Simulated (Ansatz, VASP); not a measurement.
One calculation of SnO2, two programs

INCAR

```
SYSTEM = SnO2
PREC = Accurate
ENCUT = 520
EDIFF = 1E-7
ISMEAR = -1
SIGMA = 0.03
LREAL = .False.
LASPH = .True.
NELM = 60
ALGO = Normal
ISIF = 2
LWAVE = .False.
LCHARG = .False.
NBANDS = 35
```

Contents of KPOINTS:

```
regular mesh
0
Gamma
  4 4 6
  0 0 0
```

POSCAR

```
SnO2
1.0
    4.7996907017      0.0000000000      0.0000000000
    0.0000000000      4.7996907017      0.0000000000
    0.0000000000      0.0000000000      3.2283311243
Sn O
2 4
Direct
    0.0000000000      0.0000000000      0.0000000000
    0.5000000000      0.5000000000      0.5000000000
    0.3056200000      0.3056200000      0.0000000000
    0.1943800000      0.8056200000      0.5000000000
    0.6943800000      0.6943800000      0.0000000000
    0.8056200000      0.1943800000      0.5000000000
```

Input for Ansatz:

```yaml
crystal:
  lattice:
    - [4.7996907017, 0.0, 0.0]
    - [0.0, 4.7996907017, 0.0]
    - [0.0, 0.0, 3.2283311243]
  atoms:
    - { symbol: Sn, position: [0.0, 0.0, 0.0] }
    - { symbol: Sn, position: [0.5, 0.5, 0.5] }
    - { symbol: O, position: [0.30562, 0.30562, 0.0] }
    - { symbol: O, position: [0.19438, 0.80562, 0.5] }
    - { symbol: O, position: [0.69438, 0.69438, 0.0] }
    - { symbol: O, position: [0.80562, 0.19438, 0.5] }
kpoints:
  mp_grid: { grid: [4, 4, 6] }
  band_path:
    path:
      - [0.0, 0.0, 0.0]
      - [0.0, 0.5, 0.0]
      - [0.5, 0.5, 0.0]
      - [0.0, 0.0, 0.0]
      - [0.0, 0.0, 0.5]
      - [0.0, 0.5, 0.5]
      - [0.5, 0.5, 0.5]
      - [0.0, 0.0, 0.5]
      - [0.0, 0.5, 0.0]
    npoints: 5
scf:
  occupations: { method: fermi_dirac, width: 0.03 }
hamiltonian:
  xc: lda
  pseudopotentials: { kind: all_electron, lapw: { basis_error: 0.001 } }
output:
  forces: true
  stress: true
  eigenvalues: true
```

Change from the starting cell: volume scaled by 1.04.

Alike in both runs: task single point; functional LDA; k mesh 4 × 4 × 6; occupations fermi-dirac, width 0.03 eV; no spin polarisation.

```csv
,VASP,Ansatz
version,VASP 6.6.1,Ansatz 0.2.0
potentials or method,"VASP PAW LDA potentials, release 64 (Sn_d, O), cutoff 520 eV","all-electron LAPW, scalar-relativistic"
```

```tsv
	VASP	Ansatz	Ansatz less VASP
pressure (GPa)	-7.7	-8.5	-0.79
traceless stress, the component that is largest in VASP (GPa)	-0.80	-1.04	-0.243
rms of the force components (eV/Å)	0.082	0.092	+0.0095
```

LDA's correlation is that of Perdew and Zunger in VASP and of Perdew and Wang (1992) in Ansatz. Atom by atom the forces differ by 0.010 eV/Å (rms over components). Ansatz ran all-electron here, and VASP with PAW potentials.
